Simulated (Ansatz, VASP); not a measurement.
## ZnCu3: VASP beside Ansatz

INCAR

```
SYSTEM = ZnCu3
ALGO     = Normal         ! electronic algorithm
DIPOL    = 0.5 0.5 0.500
EDIFF    = 1E-6           ! SCF threshold, eV
ENCUT    = 520            ! plane-wave cutoff, eV
IDIPOL   = 3            
ISIF     = 2              ! what is computed and relaxed
ISMEAR   = -1             ! smearing method
LASPH    = .TRUE.         ! aspherical terms in the spheres
LCHARG   = .FALSE.        ! write CHGCAR
LDIPOL   = .TRUE.       
LREAL    = .FALSE.        ! projectors in reciprocal space
LWAVE    = .FALSE.        ! write WAVECAR
NBANDS   = 30             ! bands
NELM     = 100            ! most SCF steps
PREC     = Accurate       ! precision mode
SIGMA    = 0.08           ! smearing width, eV
```

KPOINTS

```
k-points
0
G
  15 15 1
  0 0 0
```

Contents of POSCAR:

```
ZnCu3
1.0
    2.4874897871      0.0000000000      0.0000000000
    0.0000000000      2.4874897871      0.0000000000
    0.0000000000      0.0000000000     21.2768000000
Zn Cu
1 3
Direct
    0.2500000000      0.2500000000      0.3779490877
    0.7500000000      0.7500000000      0.4582979167
    0.2500000000      0.2500000000      0.5417020740
    0.7500000000      0.7500000000      0.6220509211
```

Input for Ansatz:

```yaml
crystal:
  lattice:
    - [2.4874897871, 0.0, 0.0]
    - [0.0, 2.4874897871, 0.0]
    - [0.0, 0.0, 21.2768]
  atoms:
    - { symbol: Zn, position: [0.25, 0.25, 0.3779490877] }
    - { symbol: Cu, position: [0.75, 0.75, 0.4582979167] }
    - { symbol: Cu, position: [0.25, 0.25, 0.541702074] }
    - { symbol: Cu, position: [0.75, 0.75, 0.6220509211] }
kpoints:
  mp_grid: { grid: [15, 15, 1] }
scf:
  occupations: { method: fermi_dirac, width: 0.08 }
hamiltonian:
  xc: lda
  pseudopotentials: { kind: all_electron, lapw: { basis_error: 0.001 } }
output:
  forces: true
  stress: true
  eigenvalues: true
efield:
  axis: 3
  amplitude: 0
  dipole_correction: true
```

Alike in both runs: task single point; functional LDA; k mesh 15 × 15 × 1; occupations fermi-dirac, width 0.08 eV; no spin polarisation.

|  | VASP | Ansatz |
| --- | --- | --- |
| version | VASP 6.6.1 | Ansatz 0.2.0 |
| potentials or method | VASP PAW LDA potentials, release 64 (Zn, Cu), cutoff 520 eV | all-electron LAPW, scalar-relativistic |

|  | VASP | Ansatz | Ansatz less VASP |
| --- | --- | --- | --- |
| rms of the force components (eV/Å) | 0.255 | 0.238 | -0.0164 |

LDA's correlation is that of Perdew and Zunger in VASP and of Perdew and Wang (1992) in Ansatz. Atom by atom the forces differ by 0.021 eV/Å (rms over components). Ansatz ran all-electron here, and VASP with PAW potentials.
